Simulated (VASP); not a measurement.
Wanted: the native input for a VASP 6.6.1 run.

- Task: single point
- Functional: LDA
- Potentials or basis: VASP PAW LDA potentials, release 64 (Te, Mo_sv)
- Cutoff: 520 eV
- k mesh: 12 × 12 × 1
- Occupations: gaussian, width 0.05 eV
- Spin: no spin polarisation
- Dipole correction: no
- Further INCAR settings: ALGO = Normal; EDIFF = 1e-06; NBANDS = 49

The structure of Te2Mo lies in POSCAR:

```
Te2Mo
1.0
    3.6445462972      0.0000000000      0.0000000000
   -1.8222731486      3.1562696786      0.0000000000
    0.0000000000      0.0000000000     28.6962094435
Te Mo
6 3
Direct
    0.0000000000      0.0000000000      0.9405159683
    0.3333333333      0.6666666667      0.7128929968
    0.3333333333      0.6666666667      0.1682534351
    0.3333333333      0.6666666667      0.8317465649
    0.3333333333      0.6666666667      0.2871070032
    0.0000000000      0.0000000000      0.0594840317
    0.0000000000      0.0000000000      0.7722229666
    0.0000000000      0.0000000000      0.2277770334
    0.3333333333      0.6666666667      0.0000000000
```

This cell differs from its parent crystal: strain +0.050 along x and y, -0.050 along z.

The input as run:

INCAR

```
PREC = Accurate
ENCUT = 520
EDIFF = 1E-6
ISMEAR = 0
SIGMA = 0.05
LREAL = F
LASPH = T
NELM = 60
ALGO = Normal
ISIF = 2
LWAVE = F
LCHARG = F
GGA = CA
NBANDS = 49
```

KPOINTS

```
regular mesh
0
Gamma
  12 12 1
```

Potentials or basis: VASP PAW LDA potentials, release 64 (Te, Mo_sv).

The run is started by

```bash
$ cat potpaw_LDA.64/Te/POTCAR potpaw_LDA.64/Mo_sv/POTCAR > POTCAR
$ mpirun -np 1 vasp_std > vasp.out
```

Results of the run:

| Item | Value |
| --- | --- |
| Largest force | 0.441 eV/Å |
| Band gap on the k mesh | zero (bands 39 and 40 overlap by 0.16 eV) |

Caveat: the cell differs from its parent crystal (strain +0.050 along x and y, -0.050 along z); there is no dipole correction, which matters where the two faces differ; spin-orbit coupling is left out, which moves the levels of the heavy elements.

Wall time 6.4 min on 1 thread of Intel(R) Xeon(R) Platinum 8488C (Sapphire Rapids) (shared host), peak memory 0.47 GiB.
